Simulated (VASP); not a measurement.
# SnO2 (fluorite type) (Fm-3m) in VASP: further runs

Runs on SnO2 (fluorite type). Level: PBE. Tasks: single point.

Program: VASP 6.6.1. These are calculated values, not measurements. Logs are shortened: lines on timing, memory, paths and dates and some standing lists are left out, and cuts for length are marked.

## (1) The cell of the first run

The structure is cubic, space group Fm-3m (No. 225). Conventional cell: a = 4.577 Å, b = 4.577 Å, c = 4.577 Å, α = 90.00°, β = 90.00°, γ = 90.00°. Within 2.6 Å of Sn (site symmetry m-3m) lie 8 O at 1.98 Å. Within 2.6 Å of O (site symmetry -43m) lie 4 Sn at 1.98 Å and 6 O at 2.29 Å.

## (2) Single point, PBE

INCAR reads:

```
SYSTEM = SnO2
  PREC = Accurate
  ENCUT = 520
  EDIFF = 1E-6
  ISMEAR = -1
  SIGMA = 0.08
  LREAL = .FALSE.
  LASPH = .TRUE.
  NELM = 100
  ALGO = Normal
  ISIF = 2
  LWAVE = .FALSE.
  LCHARG = .FALSE.
  GGA = PE
  NBANDS = 20
```

KPOINTS reads:

```
Automatic mesh
0
G
  12 12 12
  0 0 0
```

POSCAR reads:

```
SnO2
1.0
    0.0000000000      2.2882782469      2.2882782469
    2.2882782469      0.0000000000      2.2882782469
    2.2882782469      2.2882782469      0.0000000000
Sn O
1 2
Direct
    0.0000000000      0.0000000000      0.0000000000
    0.2500000000      0.2500000000      0.2500000000
    0.7500000000      0.7500000000      0.7500000000
```

Potentials or basis: VASP PAW PBE potentials, release 64 (Sn_d, O).

Launch:

```console
> cat potpaw_PBE.64/Sn_d/POTCAR potpaw_PBE.64/O/POTCAR > POTCAR
> mpirun -np 1 vasp_std > vasp.out
```

OUTCAR:

```text
SYSTEM = SnO2
   PREC = Accurate
   ENCUT = 520
   EDIFF = 1E-6
   ISMEAR = -1
   LREAL = .FALSE.
   LASPH = .TRUE.
   NELM = 100
   ISIF = 2
   GGA = PE

 ion  position               nearest neighbor table
   1  0.000  0.000  0.000-   3 1.98   3 1.98   3 1.98   2 1.98   3 1.98   2 1.98   2 1.98   2 1.98

   2  0.250  0.250  0.250-   1 1.98   1 1.98   1 1.98   1 1.98
   3  0.750  0.750  0.750-   1 1.98   1 1.98   1 1.98   1 1.98

  LATTYP: Found a face centered cubic cell.
 ALAT       =     4.5765564938

  Lattice vectors:

 A1 = (   0.0000000000,   2.2882782469,   2.2882782469)
 A2 = (   2.2882782469,   0.0000000000,   2.2882782469)
 A3 = (   2.2882782469,   2.2882782469,   0.0000000000)

Analysis of symmetry for initial positions (statically):
=====================================================================
 Subroutine PRICEL returns:
 Original cell was already a primitive cell.

 Routine SETGRP: Setting up the symmetry group for a
 face centered cubic supercell.

 Subroutine GETGRP returns: Found 48 space group operations
 (whereof 48 operations were pure point group operations)
 out of a pool of 48 trial point group operations.

The static configuration has the point symmetry O_h .

Analysis of symmetry for dynamics (positions and initial velocities):
=====================================================================
 Subroutine PRICEL returns:
 Original cell was already a primitive cell.

 Routine SETGRP: Setting up the symmetry group for a
 face centered cubic supercell.

 Subroutine GETGRP returns: Found 48 space group operations
 (whereof 48 operations were pure point group operations)
 out of a pool of 48 trial point group operations.

The dynamic configuration has the point symmetry O_h .

 Subroutine INISYM returns: Found 48 space group operations
 (whereof 48 operations are pure point group operations),
 and found     1 'primitive' translations

----------------------------------------------------------------------------------------

                                     Primitive cell

  volume of cell :      23.9638

  direct lattice vectors                    reciprocal lattice vectors
     0.000000000  2.288278247  2.288278247    -0.218504896  0.218504896  0.218504896
     2.288278247  0.000000000  2.288278247     0.218504896 -0.218504896  0.218504896
     2.288278247  2.288278247  0.000000000     0.218504896  0.218504896 -0.218504896

  length of vectors
     3.236114131  3.236114131  3.236114131     0.378461581  0.378461581  0.378461581

  position of ions in fractional coordinates (direct lattice)
     0.000000000  0.000000000  0.000000000
     0.250000000  0.250000000  0.250000000
     0.750000000  0.750000000  0.750000000

  ion indices of the primitive-cell ions
   primitive index   ion index
                 1           1
                 2           2
                 3           3

----------------------------------------------------------------------------------------

 KPOINTS: Automatic mesh

Automatic generation of k-mesh.
 Grid dimensions read from file:
 generate k-points for:   12   12   12

 Generating k-lattice:

  Cartesian coordinates                     Fractional coordinates (reciprocal lattice)
    -0.018208741  0.018208741  0.018208741     0.083333333  0.000000000  0.000000000
     0.018208741 -0.018208741  0.018208741     0.000000000  0.083333333  0.000000000
     0.018208741  0.018208741 -0.018208741     0.000000000  0.000000000  0.083333333

  Length of vectors
     0.031538465  0.031538465  0.031538465

  Shift w.r.t. Gamma in fractional coordinates (k-lattice)
     0.000000000  0.000000000  0.000000000

 Subroutine IBZKPT returns following result:
 ===========================================

 Found     72 irreducible k-points:

 Following reciprocal coordinates:
            Coordinates               Weight
  0.000000  0.000000  0.000000      1.000000
  0.083333  0.000000  0.000000      8.000000
  0.166667  0.000000  0.000000      8.000000
  0.250000  0.000000  0.000000      8.000000
  0.333333  0.000000  0.000000      8.000000
  0.416667  0.000000  0.000000      8.000000
[... 16 lines left out ...]
  0.500000  0.166667  0.000000     24.000000
 -0.416667  0.166667  0.000000     24.000000
 [... further k-points ...]
   k-points           NKPTS =     72   k-points in BZ     NKDIM =     72   number of bands    NBANDS=     20
   number of dos      NEDOS =    301   number of ions     NIONS =      3
   total plane-waves  NPLWV =  13824
   dimension x,y,z NGX =    24 NGY =   24 NGZ =   24
   dimension x,y,z NGXF=    48 NGYF=   48 NGZF=   48
   ions per type =               1   2
   NGX,Y,Z   is equivalent  to a cutoff of  12.33, 12.33, 12.33 a.u.
   NGXF,Y,Z  is equivalent  to a cutoff of  24.66, 24.66, 24.66 a.u.
 SYSTEM =  SnO2
   PREC   = accura    normal or accurate (medium, high low for compatibility)
   ISTART =      0    job   : 0-new  1-cont  2-samecut
   ICHARG =      2    charge: 1-file 2-atom 10-const
   ISPIN  =      1    spin polarized calculation?
   LNONCOLLINEAR =      F non collinear calculations
   LSORBIT =      F    spin-orbit coupling
   LASPH  =      T    aspherical Exc in radial PAW
   ENCUT  =  520.0 eV  38.22 Ry    6.18 a.u.   6.02  6.02  6.02*2*pi/ulx,y,z
   NELM   =    100;   NELMIN=  2; NELMDL= -5     # of ELM steps
   EDIFF  = 0.1E-05   stopping-criterion for ELM
   LREAL  =      F    real-space projection
   EDIFFG = 0.1E-04   stopping-criterion for IOM
   NSW    =      0    number of steps for IOM
   IBRION =     -1    ionic relax: 0-MD 1-quasi-New 2-CG
   NFREE  =      0    steps in history (QN), initial steepest desc. (CG)
   ISIF   =      2    stress and relaxation
   ISYM   =      2    0-nonsym 1-usesym 2-fastsym
   POTIM  = 0.5000    time-step for ionic-motion
   TEBEG  =    0.0;   TEEND  =   0.0 temperature during run
   PSTRESS=    0.0 pullay stress
   NELECT =      26.0000    total number of electrons
   NUPDOWN=      -1.0000    fix difference up-down
   EMIN   =  10.00;   EMAX   =-10.00  energy-range for DOS
   EFERMI =   0.00;   METHOD = LEGACY
   ISMEAR =    -1;   SIGMA  =   0.08  broadening in eV -4-tet -1-fermi 0-gaus
   EFERMI_NEDOS =   21; number of points for ismear=-14 and -15
   IALGO  =     38    algorithm
   IMIX   =      4    mixing-type and parameters
     AMIX     =   0.40;   BMIX     =  1.00
     AMIX_MAG =   1.60;   BMIX_MAG =  1.00
  volume/ion in A,a.u.               =       7.99        53.91
  Fermi-wavevector in a.u.,A,eV,Ry     =   1.682211  3.178918 38.502224  2.829834
  Thomas-Fermi vector in A             =   2.765630
   LORBIT       =      0    0 simple, 1 ext, 2 COOP (PROOUT), +10 PAW based schemes
   GGA     = PE    functional components
   LHFCALC =     F    Hartree Fock is set to
   AEXX    =    0.0000 exact exchange contribution
   IVDW    =     0    specifies the selected vdW correction
   LEPSILON=     F    determine dielectric tensor
   LRPA    =     F    only Hartree local field effects (RPA)
 non-spin polarized calculation
  energy-cutoff  :      520.00
  volume of cell :       23.96
 maximum number of plane-waves:       656
   NGX = 13   NGY = 13   NGZ = 13

 number of electron      26.0000003 magnetization

 Free energy of the ion-electron system (eV)
  ---------------------------------------------------
  ext. energy  EPLUGINS =         0.00000000
  ---------------------------------------------------
  free energy    TOTEN  =       -14.43471173 eV

  energy without entropy =      -14.43471173  energy(sigma->0) =      -14.43471173

 E-fermi :  14.9849     XC(G=0): -13.6999

 val. band max:       13.2783655963   @ k =  -0.2500   0.5000   0.2500
 cond. band min:      17.0653166320   @ k =   0.0000   0.0000   0.0000
 fundamental gap:      3.7869510357
 Fermi energy:        14.9848517021

 k-point     1 :       0.0000    0.0000    0.0000
  band No.  band energies     occupation
      1      -9.9880      2.00000
      2      -7.6578      2.00000
      3      -7.6578      2.00000
      4      -7.6578      2.00000
      5      -7.0466      2.00000
      6      -7.0466      2.00000
[... 12 lines left out ...]
     19      30.2829      0.00000
     20      30.2829      0.00000

 k-point     2 :       0.0833    0.0000    0.0000
  band No.  band energies     occupation
      1      -9.8831      2.00000
      2      -7.7637      2.00000
      3      -7.6386      2.00000
      4      -7.6386      2.00000
      5      -7.0491      2.00000
      6      -7.0491      2.00000
[... 12 lines left out ...]
     19      30.3604      0.00000
     20      30.3604      0.00000

 k-point     3 :       0.1667    0.0000    0.0000
  band No.  band energies     occupation
      1      -9.6070      2.00000
      2      -7.9790      2.00000
      3      -7.5896      2.00000
      4      -7.5896      2.00000
      5      -7.0515      2.00000
      6      -7.0515      2.00000
[... 12 lines left out ...]
     19      30.5800      0.00000
     20      31.6621      0.00000

 k-point     4 :       0.2500    0.0000    0.0000
  band No.  band energies     occupation
      1      -9.3354      2.00000
      2      -8.0194      2.00000
      3      -7.5338      2.00000
      4      -7.5338      2.00000
      5      -7.0412      2.00000
      6      -7.0412      2.00000
[... 12 lines left out ...]
     19      30.8841      0.00000
     20      33.5310      0.00000

 k-point     5 :       0.3333    0.0000    0.0000
  band No.  band energies     occupation
      1      -9.3202      2.00000
      2      -7.5904      2.00000
      3      -7.4953      2.00000
      4      -7.4953      2.00000
      5      -7.0108      2.00000
      6      -7.0108      2.00000
[... 12 lines left out ...]
     19      31.1096      0.00000
     20      33.9417      0.00000

 k-point     6 :       0.4167    0.0000    0.0000
  band No.  band energies     occupation
      1      -9.4232      2.00000
      2      -7.4794      2.00000
      3      -7.4794      2.00000
      4      -6.9743      2.00000
      5      -6.9743      2.00000
      6      -6.9161      2.00000
[... 12 lines left out ...]
     19      31.0093      0.00000
     20      33.5469      0.00000

 k-point     7 :       0.5000    0.0000    0.0000
  band No.  band energies     occupation
      1      -9.4711      2.00000
      2      -7.4760      2.00000
      3      -7.4760      2.00000
      4      -6.9581      2.00000
      5      -6.9581      2.00000
      6      -6.5407      2.00000
[... 12 lines left out ...]
     19      30.7924      0.00000
     20      33.4005      0.00000
[... 277 lines left out ...]
 k-point    20 :       0.2500    0.1667    0.0000
  band No.  band energies     occupation
      1      -9.1247      2.00000
      2      -8.4267      2.00000
      3      -7.4637      2.00000
      4      -7.4281      2.00000
      5      -7.1255      2.00000
      6      -6.9956      2.00000
[... 12 lines left out ...]
     19      30.5380      0.00000
     20      34.5961      0.00000

 k-point    21 :       0.3333    0.1667    0.0000
  band No.  band energies     occupation
      1      -8.9852      2.00000
      2      -8.4351      2.00000
      3      -7.4106      2.00000
      4      -7.2772      2.00000
      5      -7.0121      2.00000
      6      -6.9735      2.00000
[... 12 lines left out ...]
     19      30.9098      0.00000
     20      35.6985      0.00000

 k-point    22 :       0.4167    0.1667    0.0000
  band No.  band energies     occupation
      1      -9.1327      2.00000
      2      -8.2160      2.00000
      3      -7.3821      2.00000
      4      -7.2195      2.00000
      5      -6.9535      2.00000
      6      -6.5146      2.00000
[... 12 lines left out ...]
     19      31.3149      0.00000
     20      34.7986      0.00000

 k-point    23 :       0.5000    0.1667    0.0000
  band No.  band energies     occupation
      1      -9.2493      2.00000
      2      -8.1108      2.00000
      3      -7.3734      2.00000
      4      -7.1814      2.00000
      5      -6.9561      2.00000
      6      -5.8024      2.00000
[... 12 lines left out ...]
     19      31.2195      0.00000
     20      34.3726      0.00000

 k-point    24 :      -0.4167    0.1667    0.0000
  band No.  band energies     occupation
      1      -9.2590      2.00000
      2      -8.1300      2.00000
      3      -7.3752      2.00000
      4      -7.1505      2.00000
      5      -6.9928      2.00000
      6      -5.5042      2.00000
[... 12 lines left out ...]
     19      31.0429      0.00000
     20      35.1865      0.00000

 [... further k-points ...]
[... 5 lines left out ...]
  --------------------------------------------------------------------------------------
  -------------------------------------------------------------------------------------
  Total       22.7625213     22.7625213     22.7625213      0.0000000      0.0000000      0.0000000
  in kB     1521.8591330   1521.8591330   1521.8591330      0.0000000      0.0000000      0.0000000
  external PRESSURE =    1521.8591330 kB  Pullay stress =       0.0000000 kB

 VOLUME and BASIS-vectors are now :
 -----------------------------------------------------------------------------
  energy-cutoff  :      520.00
  volume of cell :       23.96
      direct lattice vectors                 reciprocal lattice vectors
     0.000000000  2.288278247  2.288278247    -0.218504896  0.218504896  0.218504896
     2.288278247  0.000000000  2.288278247     0.218504896 -0.218504896  0.218504896
     2.288278247  2.288278247  0.000000000     0.218504896  0.218504896 -0.218504896

 POSITION                                       TOTAL-FORCE (eV/Angst)
 -----------------------------------------------------------------------------------
      0.00000      0.00000      0.00000         0.000000     -0.000000      0.000000
      1.14414      1.14414      1.14414         0.000000      0.000000      0.000000
      3.43242      3.43242      3.43242        -0.000000     -0.000000     -0.000000
 -----------------------------------------------------------------------------------
    total drift:                               -0.000000      0.000000      0.000000

  FREE ENERGIE OF THE ION-ELECTRON SYSTEM (eV)
  ---------------------------------------------------
  free  energy   TOTEN  =       -14.4347117303 eV

  energy  without entropy=      -14.4347117302  energy(sigma->0) =      -14.43471173
```

Run time: 22 s. Hardware: 1 thread of Intel Xeon Platinum 8259CL at 2.50GHz (Skylake/Cascade Lake), shared host; peak memory 0.16 GiB.

What came out:

```yaml
Free_energy: -14.4347 eV
Pressure: 152.2 GPa
Band_gap_on_the_k_mesh: 3.79 eV, indirect (least direct gap 4.93 eV)
```

Caveat: spin-orbit coupling is left out, which moves the levels of the heavy elements. A k mesh can miss the band edges.

## (3) Single point, PBE

INCAR reads:

```
SYSTEM = SnO2
PREC = Accurate
ENCUT = 520
EDIFF = 1E-6
ISMEAR = -1
SIGMA = 0.08
LREAL = .False.
LASPH = .True.
NELM = 80
ALGO = Normal
ISIF = 2
LWAVE = .False.
LCHARG = .False.
GGA = PE
NBANDS = 20
```

KPOINTS reads:

```
Automatic mesh
0
Gamma
  12 12 12
  0 0 0
```

POSCAR reads:

```
SnO2
1.0
    0.0000000000      2.2878482132      2.2878482132
    2.2878482132      0.0000000000      2.2878482132
    2.2878482132      2.2878482132      0.0000000000
Sn O
1 2
Direct
    0.0000000000      0.0000000000      0.0000000000
    0.2500000000      0.2500000000      0.2500000000
    0.7500000000      0.7500000000      0.7500000000
```

Potentials or basis: VASP PAW PBE potentials, release 64 (Sn_d, O).

Launch:

```console
> cat potpaw_PBE.64/Sn_d/POTCAR potpaw_PBE.64/O/POTCAR > POTCAR
> mpirun -np 1 vasp_std > vasp.out
```

Run time: 26 s. Hardware: 1 thread of Intel Xeon Platinum 8259CL at 2.50GHz (Skylake/Cascade Lake), shared host; peak memory 0.16 GiB.

The run converged. Its results:

* Free energy: -14.4218 eV
* Pressure: 152.6 GPa
* Band gap on the k mesh: 3.79 eV, indirect (least direct gap 4.93 eV)

Levels at points of the mesh, in eV from the valence-band top:
```tsv
k point	band 10	band 11	band 12	band 13	band 14	band 15	band 16	band 17
(0.00, 0.00, 0.00)	-3.85	-2.23	-2.23	-2.23	3.79	8.00	8.00	8.00
(0.50, 0.00, 0.00)	-5.09	-5.09	-2.96	-2.96	8.30	8.92	13.45	13.45
(0.50, 0.50, 0.00)	-8.04	-0.54	-0.33	-0.33	4.60	10.34	11.80	16.20
```

Caveat: spin-orbit coupling is left out, which moves the levels of the heavy elements.
